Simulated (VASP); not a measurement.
Ir, 1 atom in the cell. The structure is tetragonal, space group I4/mmm (No. 139). Conventional cell: a = 2.858 Å, b = 2.858 Å, c = 3.206 Å, α = 90.00°, β = 90.00°, γ = 90.00°. Ir (site symmetry 4/mmm) has 14 Ir at 2.58 to 3.21 Å within 3.4 Å.  This cell differs from its parent crystal: volume 13.098 Å^3 an atom, c/a of the conventional cell 0.7932.

```yaml
Program: VASP 6.6.1
Task: single point
Functional: LDA
Potentials_or_basis: VASP PAW LDA potentials, release 64 (Ir_sv_GW)
Cutoff: 500 eV
k_mesh: 22 × 22 × 22
Occupations: gaussian, width 0.15 eV
Spin: no spin polarisation
Dipole_correction: no
Second_run: valence_matched
Further_INCAR_settings: ALGO = Normal; EDIFF = 1e-06; NBANDS = 14
```

Potentials or basis: VASP PAW LDA potentials, release 64 (Ir_sv_GW).

Run with:

```sh
$ cat potpaw_LDA.64/Ir_sv_GW/POTCAR > POTCAR
$ mpirun -np 1 vasp_std > vasp.out
```

Hardware: 1 thread of AMD EPYC 7R43 64-Core Processor (Zen 3) (shared host).

Question: Estimate the wall time of this run.

Answer: Run time: 2.1 min on 1 thread of AMD EPYC 7R43 64-Core Processor (Zen 3) (shared host), peak memory 0.23 GiB. Counts: scf iterations 12, k points 834.
